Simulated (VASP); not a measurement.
# SiC (P4_2/ncm) in VASP: notebook

The runs below take SiC through single point, relaxation of cell and atoms, with PBE.

All numbers are computed with VASP 6.6.1; they aren't measurements. Logs are shortened: lines on timing, memory, paths and dates and some standing lists are left out, and cuts for length are marked.

**1. The cell of the first run**

It takes space group P4_2/ncm (No. 138, tetragonal). The conventional cell has a = 6.196 Å, b = 6.196 Å, c = 5.177 Å, α = 90.00°, β = 90.00°, γ = 90.00°. Si (site symmetry m) has 4 C at 1.85 to 1.94 Å and 1 Si at 2.47 Å within 2.5 Å. Within 2.5 Å of C (site symmetry m) lie 4 Si at 1.85 to 1.94 Å.

The cell was built from a structure type or drawn by symmetry, and may not be a known phase.

**2. Single point, PBE**

Contents of INCAR:

```
PREC = Accurate ; ENCUT = 520
EDIFF = 1E-6 ; ISMEAR = 0
SIGMA = 0.02 ; LREAL = Auto
LASPH = T ; NELM = 60
ALGO = Normal ; ISIF = 2
LWAVE = F ; LCHARG = F
GGA = PE ; NBANDS = 46
```

Contents of KPOINTS:

```
Automatic mesh
0
Gamma
  4 4 6
```

Contents of POSCAR:

```
SiC
1.0
    6.1964145713      0.0000000000      0.0000000000
    0.0000000000      6.1964145713      0.0000000000
    0.0000000000      0.0000000000      5.1771866495
Si C
8 8
Direct
    0.6408452443      0.8591547557      0.9232837289
    0.6408452443      0.1408452443      0.4232837289
    0.3591547557      0.8591547557      0.4232837289
    0.3591547557      0.1408452443      0.9232837289
    0.1408452443      0.3591547557      0.5767162711
    0.8591547557      0.6408452443      0.5767162711
    0.1408452443      0.6408452443      0.0767162711
    0.8591547557      0.3591547557      0.0767162711
    0.6484887357      0.8515112643      0.5494349016
    0.3515112643      0.1484887357      0.5494349016
    0.6484887357      0.1484887357      0.0494349016
    0.3515112643      0.8515112643      0.0494349016
    0.1484887357      0.3515112643      0.9505650984
    0.1484887357      0.6484887357      0.4505650984
    0.8515112643      0.3515112643      0.4505650984
    0.8515112643      0.6484887357      0.9505650984
```

Potentials or basis: VASP PAW PBE potentials, release 64 (Si, C).

Run with:

```console
$ cat potpaw_PBE.64/Si/POTCAR potpaw_PBE.64/C/POTCAR > POTCAR
$ mpirun -np 1 vasp_std > vasp.out
```

OUTCAR:

```text
PREC = Accurate
   ENCUT = 520
   EDIFF = 1E-6
   ISMEAR = 0
   LREAL = Auto
   LASPH = T
   NELM = 60
   ISIF = 2
   GGA = PE

 ion  position               nearest neighbor table
   1  0.641  0.859  0.923-  16 1.85  12 1.91  11 1.91   9 1.94   4 2.47   6 2.62   2 3.12   3 3.12
                             2 3.12   3 3.12
   2  0.641  0.141  0.423-  15 1.85  10 1.91   9 1.91  11 1.94   3 2.47   8 2.62   4 3.12   1 3.12
                             1 3.12   4 3.12
   3  0.359  0.859  0.423-  14 1.85  10 1.91   9 1.91  12 1.94   2 2.47   7 2.62   4 3.12   1 3.12
                             1 3.12   4 3.12
   4  0.359  0.141  0.923-  13 1.85  12 1.91  11 1.91  10 1.94   1 2.47   5 2.62   3 3.12   2 3.12
                             2 3.12   3 3.12
   5  0.141  0.359  0.577-  10 1.85  14 1.91  15 1.91  13 1.94   6 2.47   4 2.62   7 3.12   8 3.12
                             7 3.12   8 3.12
   6  0.859  0.641  0.577-   9 1.85  14 1.91  15 1.91  16 1.94   5 2.47   1 2.62   7 3.12   8 3.12
                             7 3.12   8 3.12
   7  0.141  0.641  0.077-  12 1.85  13 1.91  16 1.91  14 1.94   8 2.47   3 2.62   6 3.12   5 3.12
                             5 3.12   6 3.12
   8  0.859  0.359  0.077-  11 1.85  13 1.91  16 1.91  15 1.94   7 2.47   2 2.62   6 3.12   5 3.12
                             5 3.12   6 3.12
   9  0.648  0.852  0.549-   6 1.85   3 1.91   2 1.91   1 1.94
  10  0.352  0.148  0.549-   5 1.85   3 1.91   2 1.91   4 1.94
  11  0.648  0.148  0.049-   8 1.85   4 1.91   1 1.91   2 1.94
  12  0.352  0.852  0.049-   7 1.85   4 1.91   1 1.91   3 1.94
  13  0.148  0.352  0.951-   4 1.85   7 1.91   8 1.91   5 1.94
  14  0.148  0.648  0.451-   3 1.85   5 1.91   6 1.91   7 1.94
  15  0.852  0.352  0.451-   2 1.85   5 1.91   6 1.91   8 1.94
  16  0.852  0.648  0.951-   1 1.85   7 1.91   8 1.91   6 1.94

  LATTYP: Found a simple tetragonal cell.
 ALAT       =     6.1964145713
 C/A-ratio  =     0.8355132779

  Lattice vectors:

 A1 = (   6.1964145713,   0.0000000000,   0.0000000000)
 A2 = (   0.0000000000,   6.1964145713,   0.0000000000)
 A3 = (   0.0000000000,   0.0000000000,   5.1771866495)

Analysis of symmetry for initial positions (statically):
=====================================================================
 Subroutine PRICEL returns:
 Original cell was already a primitive cell.

 Routine SETGRP: Setting up the symmetry group for a
 simple tetragonal supercell.

 Subroutine GETGRP returns: Found 16 space group operations
 (whereof  4 operations were pure point group operations)
 out of a pool of 16 trial point group operations.

The static configuration has the point symmetry S_4 .
 The point group associated with its full space group is D_4h.

Analysis of symmetry for dynamics (positions and initial velocities):
=====================================================================
 Subroutine PRICEL returns:
 Original cell was already a primitive cell.

 Routine SETGRP: Setting up the symmetry group for a
 simple tetragonal supercell.

 Subroutine GETGRP returns: Found 16 space group operations
 (whereof  4 operations were pure point group operations)
 out of a pool of 16 trial point group operations.

The dynamic configuration has the point symmetry S_4 .
 The point group associated with its full space group is D_4h.

 Subroutine INISYM returns: Found 16 space group operations
 (whereof  4 operations are pure point group operations),
 and found     1 'primitive' translations

----------------------------------------------------------------------------------------

                                     Primitive cell

  volume of cell :     198.7809

  direct lattice vectors                    reciprocal lattice vectors
     6.196414571  0.000000000  0.000000000     0.161383650  0.000000000  0.000000000
     0.000000000  6.196414571  0.000000000     0.000000000  0.161383650  0.000000000
     0.000000000  0.000000000  5.177186650     0.000000000  0.000000000  0.193155099

  length of vectors
     6.196414571  6.196414571  5.177186650     0.161383650  0.161383650  0.193155099

  position of ions in fractional coordinates (direct lattice)
     0.640845244  0.859154756  0.923283729
     0.640845244  0.140845244  0.423283729
     0.359154756  0.859154756  0.423283729
     0.359154756  0.140845244  0.923283729
     0.140845244  0.359154756  0.576716271
     0.859154756  0.640845244  0.576716271
[... 8 lines left out ...]
     0.851511264  0.351511264  0.450565098
     0.851511264  0.648488736  0.950565098

  ion indices of the primitive-cell ions
   primitive index   ion index
                 1           1
                 2           2
                 3           3
                 4           4
                 5           5
                 6           6
[... 8 lines left out ...]
                15          15
                16          16

----------------------------------------------------------------------------------------

 KPOINTS: Automatic mesh

Automatic generation of k-mesh.
 Grid dimensions read from file:
 generate k-points for:    4    4    6

 Generating k-lattice:

  Cartesian coordinates                     Fractional coordinates (reciprocal lattice)
     0.040345912  0.000000000  0.000000000     0.250000000  0.000000000  0.000000000
     0.000000000  0.040345912  0.000000000     0.000000000  0.250000000  0.000000000
     0.000000000  0.000000000  0.032192517     0.000000000  0.000000000  0.166666667

  Length of vectors
     0.040345912  0.040345912  0.032192517

  Shift w.r.t. Gamma in fractional coordinates (k-lattice)
     0.000000000  0.000000000  0.000000000

 Subroutine IBZKPT returns following result:
 ===========================================

 Found     24 irreducible k-points:

 Following reciprocal coordinates:
            Coordinates               Weight
  0.000000  0.000000  0.000000      1.000000
  0.250000  0.000000  0.000000      4.000000
  0.500000  0.000000  0.000000      2.000000
  0.250000  0.250000  0.000000      4.000000
  0.500000  0.250000  0.000000      4.000000
  0.500000  0.500000  0.000000      1.000000
[... 16 lines left out ...]
  0.500000  0.250000  0.500000      4.000000
  0.500000  0.500000  0.500000      1.000000
   k-points           NKPTS =     24   k-points in BZ     NKDIM =     24   number of bands    NBANDS=     46
   number of dos      NEDOS =    301   number of ions     NIONS =     16
   total plane-waves  NPLWV =  92160
   dimension x,y,z NGX =    48 NGY =   48 NGZ =   40
   dimension x,y,z NGXF=    96 NGYF=   96 NGZF=   80
   ions per type =               8   8
   NGX,Y,Z   is equivalent  to a cutoff of  12.88, 12.88, 12.84 a.u.
   NGXF,Y,Z  is equivalent  to a cutoff of  25.76, 25.76, 25.69 a.u.
 SYSTEM =  unknown system
   PREC   = accura    normal or accurate (medium, high low for compatibility)
   ISTART =      0    job   : 0-new  1-cont  2-samecut
   ICHARG =      2    charge: 1-file 2-atom 10-const
   ISPIN  =      1    spin polarized calculation?
   LNONCOLLINEAR =      F non collinear calculations
   LSORBIT =      F    spin-orbit coupling
   LASPH  =      T    aspherical Exc in radial PAW
   ENCUT  =  520.0 eV  38.22 Ry    6.18 a.u.  11.52 11.52  9.63*2*pi/ulx,y,z
   NELM   =     60;   NELMIN=  2; NELMDL= -5     # of ELM steps
   EDIFF  = 0.1E-05   stopping-criterion for ELM
   LREAL  =      T    real-space projection
   EDIFFG = 0.1E-04   stopping-criterion for IOM
   NSW    =      0    number of steps for IOM
   IBRION =     -1    ionic relax: 0-MD 1-quasi-New 2-CG
   NFREE  =      0    steps in history (QN), initial steepest desc. (CG)
   ISIF   =      2    stress and relaxation
   ISYM   =      2    0-nonsym 1-usesym 2-fastsym
   POTIM  = 0.5000    time-step for ionic-motion
   TEBEG  =    0.0;   TEEND  =   0.0 temperature during run
   PSTRESS=    0.0 pullay stress
   NELECT =      64.0000    total number of electrons
   NUPDOWN=      -1.0000    fix difference up-down
   EMIN   =  10.00;   EMAX   =-10.00  energy-range for DOS
   EFERMI =   0.00;   METHOD = LEGACY
   ISMEAR =     0;   SIGMA  =   0.02  broadening in eV -4-tet -1-fermi 0-gaus
   EFERMI_NEDOS =   21; number of points for ismear=-14 and -15
   IALGO  =     38    algorithm
   IMIX   =      4    mixing-type and parameters
     AMIX     =   0.40;   BMIX     =  1.00
     AMIX_MAG =   1.60;   BMIX_MAG =  1.00
  volume/ion in A,a.u.               =      12.42        83.84
  Fermi-wavevector in a.u.,A,eV,Ry     =   1.122044  2.120356 17.129501  1.258983
  Thomas-Fermi vector in A             =   2.258702
   LORBIT       =      0    0 simple, 1 ext, 2 COOP (PROOUT), +10 PAW based schemes
   GGA     = PE    functional components
   LHFCALC =     F    Hartree Fock is set to
   AEXX    =    0.0000 exact exchange contribution
   IVDW    =     0    specifies the selected vdW correction
   LEPSILON=     F    determine dielectric tensor
   LRPA    =     F    only Hartree local field effects (RPA)
 non-spin polarized calculation
 Gauss-broadening in eV      SIGMA  =   0.02
  energy-cutoff  :      520.00
  volume of cell :      198.78
 maximum number of plane-waves:      5375
 NGX is ok and might be reduce to    48
   NGX = 23   NGY = 23   NGZ = 19

 number of electron      63.9999999 magnetization

 Free energy of the ion-electron system (eV)
  ---------------------------------------------------
  ext. energy  EPLUGINS =         0.00000000
  ---------------------------------------------------
  free energy    TOTEN  =      -114.84311210 eV

  energy without entropy =     -114.84311210  energy(sigma->0) =     -114.84311210

 E-fermi :   6.0895     XC(G=0): -10.1560

 val. band max:        5.9548293648   @ k =   0.2500   0.0000   0.0000
 cond. band min:       8.7672812067   @ k =   0.5000   0.5000   0.0000
 fundamental gap:      2.8124518419
 Fermi energy:         6.0895161104

 k-point     1 :       0.0000    0.0000    0.0000
  band No.  band energies     occupation
      1      -9.2953      2.00000
      2      -7.5580      2.00000
      3      -6.3989      2.00000
      4      -6.3989      2.00000
      5      -5.8988      2.00000
      6      -5.6424      2.00000
[... 36 lines left out ...]
     43      12.7917      0.00000
     44      12.8249      0.00000
[... 1039 lines left out ...]
      3      -7.0625      2.00000
      4      -7.0625      2.00000
      5      -6.2711      2.00000
      6      -6.2711      2.00000
[... 36 lines left out ...]
     43      11.6809      0.00000
     44      11.6809      0.00000
 [bands above 44 left out]

------------------------ aborting loop because EDIFF is reached ----------------------------------------

  FORCE on cell =-STRESS in cart. coord.  units (eV):
  Direction    XX          YY          ZZ          XY          YZ          ZX
  --------------------------------------------------------------------------------------
  -------------------------------------------------------------------------------------
  Total       -0.0944107     -0.0944107     -0.0007926      0.0000000      0.0000000      0.0000000
  in kB       -0.7609513     -0.7609513     -0.0063880      0.0000000      0.0000000      0.0000000
  external PRESSURE =      -0.5094302 kB  Pullay stress =       0.0000000 kB

 VOLUME and BASIS-vectors are now :
 -----------------------------------------------------------------------------
  energy-cutoff  :      520.00
  volume of cell :      198.78
      direct lattice vectors                 reciprocal lattice vectors
     6.196414571  0.000000000  0.000000000     0.161383650  0.000000000  0.000000000
     0.000000000  6.196414571  0.000000000     0.000000000  0.161383650  0.000000000
     0.000000000  0.000000000  5.177186650     0.000000000  0.000000000  0.193155099

 POSITION                                       TOTAL-FORCE (eV/Angst)
 -----------------------------------------------------------------------------------
      3.97094      5.32368      4.78001        -0.003410      0.003410     -0.001529
      3.97094      0.87274      2.19142        -0.003410     -0.003410     -0.001529
      2.22547      5.32368      2.19142         0.003410      0.003410     -0.001529
      2.22547      0.87274      4.78001         0.003410     -0.003410     -0.001529
      0.87274      2.22547      2.98577        -0.003410      0.003410      0.001529
      5.32368      3.97094      2.98577         0.003410     -0.003410      0.001529
[... 8 lines left out ...]
      5.27632      2.17811      2.33266        -0.003098     -0.003098      0.000069
      5.27632      4.01831      4.92125        -0.003098      0.003098      0.000069
 -----------------------------------------------------------------------------------
    total drift:                                0.000000      0.000000      0.000000

  FREE ENERGIE OF THE ION-ELECTRON SYSTEM (eV)
  ---------------------------------------------------
  free  energy   TOTEN  =      -114.8431120999 eV

  energy  without entropy=     -114.8431120999  energy(sigma->0) =     -114.84311210
```

Wall time 1.7 min (1 thread of Intel Xeon 6975P-C (Granite Rapids), shared host); peak memory 0.35 GiB.

What came out:

- Free energy: -114.8431 eV
- Pressure: -0.1 GPa
- Largest force: 0.005 eV/Å
- Band gap on the k mesh: 2.81 eV (least direct gap 3.00 eV)

Forces in eV/Å, atoms in the order of the input:
```
Si  -0.003  0.003 -0.002
Si  -0.003 -0.003 -0.002
Si   0.003  0.003 -0.002
Si   0.003 -0.003 -0.002
Si  -0.003  0.003  0.002
Si   0.003 -0.003  0.002
Si  -0.003 -0.003  0.002
Si   0.003  0.003  0.002
C    0.003 -0.003  0.000
C   -0.003  0.003  0.000
C    0.003  0.003  0.000
C   -0.003 -0.003  0.000
C    0.003 -0.003  0.000
C    0.003  0.003  0.000
C   -0.003 -0.003  0.000
C   -0.003  0.003  0.000
```

Levels at points of the mesh, in eV from the valence-band top:
```tsv
k point	band 29	band 30	band 31	band 32	band 33	band 34	band 35	band 36
(0.00, 0.00, 0.00)	-0.53	-0.53	-0.35	-0.10	2.93	3.61	3.69	4.17
(0.50, 0.00, 0.00)	-1.22	-1.22	-0.29	-0.29	3.44	3.44	4.38	4.38
(0.50, 0.50, 0.00)	-1.15	-1.15	-0.66	-0.66	2.81	2.81	3.75	3.75
(0.00, 0.00, 0.50)	-0.90	-0.90	-0.34	-0.34	3.41	3.41	3.97	3.97
(0.50, 0.00, 0.50)	-1.14	-1.14	-1.14	-1.14	4.05	4.05	4.05	4.05
(0.50, 0.50, 0.50)	-1.11	-1.11	-0.44	-0.44	3.52	3.52	3.76	3.76
```

A k mesh can miss the band edges.

**3. Relaxation of cell and atoms, PBE**

This run uses another cell than the first one, of 11.19 Å³/atom.

Contents of INCAR:

```
PREC = Accurate ; ENCUT = 600
EDIFF = 1E-6 ; ISMEAR = 0
SIGMA = 0.1 ; LREAL = Auto
LASPH = T ; NELM = 80
ALGO = Normal ; ISIF = 3
LWAVE = F ; LCHARG = F
GGA = PE ; IBRION = 2
NSW = 90 ; EDIFFG = -0.04
```

Contents of KPOINTS:

```
regular mesh
0
Gamma
  4 4 4
```

Contents of POSCAR:

```
SiC
1.0
    5.8962237600      0.0000000000      0.0000000000
    0.0000000000      5.8962237600      0.0000000000
    0.0000000000      0.0000000000      5.1494758800
Si C
8 8
Direct
    0.6409692500      0.8590307500      0.9309069100
    0.6409692500      0.1409692500      0.4309069100
    0.3590307500      0.8590307500      0.4309069100
    0.3590307500      0.1409692500      0.9309069100
    0.1409692500      0.3590307500      0.5690930900
    0.8590307500      0.6409692500      0.5690930900
    0.1409692500      0.6409692500      0.0690930900
    0.8590307500      0.3590307500      0.0690930900
    0.6409692500      0.8590307500      0.5690930900
    0.3590307500      0.1409692500      0.5690930900
    0.6409692500      0.1409692500      0.0690930900
    0.3590307500      0.8590307500      0.0690930900
    0.1409692500      0.3590307500      0.9309069100
    0.1409692500      0.6409692500      0.4309069100
    0.8590307500      0.3590307500      0.4309069100
    0.8590307500      0.6409692500      0.9309069100
```

Potentials or basis: VASP PAW PBE potentials, release 64 (Si, C).

Run with:

```console
$ cat potpaw_PBE.64/Si/POTCAR potpaw_PBE.64/C/POTCAR > POTCAR
$ mpirun -np 1 vasp_std > vasp.out
```

It took 13 min on 1 thread of Intel Xeon 6975P-C (Granite Rapids), shared host; peak memory 0.36 GiB.

It converged, with:

```
Free energy                           : -114.8340 eV
Relaxed volume                        : 12.41 Å³/atom
Relaxed cell                          : a = 6.195 Å, b = 6.195 Å, c = 5.174 Å, α = 90.00°, β = 90.00°, γ = 90.00°
Space group after relaxing (to 0.1 Å) : P4_2/ncm (No. 138)
Energy gained by relaxing             : 176.1 meV/atom
Ionic steps                           : 15
Pressure after relaxing               : 0.1 GPa
Largest force after relaxing          : 0.015 eV/Å
Band gap on the k mesh                : 2.81 eV (least direct gap 3.00 eV)
```

Forces in eV/Å, atoms in the order of the input:
```
Si  -0.010  0.010  0.001
Si  -0.010 -0.010  0.001
Si   0.010  0.010  0.001
Si   0.010 -0.010  0.001
Si  -0.010  0.010 -0.001
Si   0.010 -0.010 -0.001
Si  -0.010 -0.010 -0.001
Si   0.010  0.010 -0.001
C    0.003 -0.003 -0.010
C   -0.003  0.003 -0.010
C    0.003  0.003 -0.010
C   -0.003 -0.003 -0.010
C    0.003 -0.003  0.010
C    0.003  0.003  0.010
C   -0.003 -0.003  0.010
C   -0.003  0.003  0.010
```

Stress tensor (GPa, compression positive):
```
-0.01  0.00  0.00
 0.00 -0.01  0.00
 0.00  0.00  0.19
```

Step by step:
```
step  energy change (eV)  largest force (eV/Å)  pressure (GPa)  volume (Å³)
   1              0.0000                2.8604           28.23       179.02
   2              2.2557                3.9405          -16.94       234.96
   3             -2.2422                1.5383            2.50       198.85
   4             -2.2508                1.4509            3.40       197.87
   5             -2.2267                1.0736           -7.83       211.82
   6             -2.5991                0.4107           -2.75       204.39
   7             -2.7118                0.4582            0.06       200.38
   8             -2.7242                0.5347            1.52       198.48
   9             -2.7891                0.2400            1.37       197.78
  10             -2.7980                0.2848            1.30       197.39
  11             -2.8153                0.0740           -0.04       198.64
  12             -2.8154                0.0791           -0.18       198.77
  13             -2.8168                0.0508           -0.01       198.64
  14             -2.8169                0.0461            0.07       198.58
  15             -2.8174                0.0148            0.06       198.61
```

Final structure:
```cif
data_structure
_symmetry_space_group_name_H-M 'P 1'
_symmetry_Int_Tables_number 1
_cell_length_a 6.1955
_cell_length_b 6.1955
_cell_length_c 5.1744
_cell_angle_alpha 90.000
_cell_angle_beta 90.000
_cell_angle_gamma 90.000
_cell_volume 198.61
loop_
_atom_site_label
_atom_site_type_symbol
_atom_site_fract_x
_atom_site_fract_y
_atom_site_fract_z
_atom_site_occupancy
Si1 Si 0.64090 0.85910 0.92332 1
Si2 Si 0.64090 0.14090 0.42332 1
Si3 Si 0.35910 0.85910 0.42332 1
Si4 Si 0.35910 0.14090 0.92332 1
Si5 Si 0.14090 0.35910 0.57668 1
Si6 Si 0.85910 0.64090 0.57668 1
Si7 Si 0.14090 0.64090 0.07668 1
Si8 Si 0.85910 0.35910 0.07668 1
C1 C 0.64846 0.85154 0.54947 1
C2 C 0.35154 0.14846 0.54947 1
C3 C 0.64846 0.14846 0.04947 1
C4 C 0.35154 0.85154 0.04947 1
C5 C 0.14846 0.35154 0.95053 1
C6 C 0.14846 0.64846 0.45053 1
C7 C 0.85154 0.35154 0.45053 1
C8 C 0.85154 0.64846 0.95053 1
```

Levels at points of the mesh, in eV from the valence-band top:
```
           k point  band 30  band 31  band 32  band 33  band 34  band 35
(0.00, 0.00, 0.00)    -0.53    -0.35    -0.10     2.93     3.61     3.69
(0.50, 0.00, 0.00)    -1.22    -0.29    -0.29     3.44     3.44     4.38
(0.50, 0.50, 0.00)    -1.15    -0.66    -0.66     2.81     2.81     3.75
(0.00, 0.00, 0.50)    -0.91    -0.34    -0.34     3.41     3.41     3.96
(0.50, 0.00, 0.50)    -1.14    -1.14    -1.14     4.05     4.05     4.05
(0.50, 0.50, 0.50)    -1.12    -0.45    -0.45     3.52     3.52     3.76
```
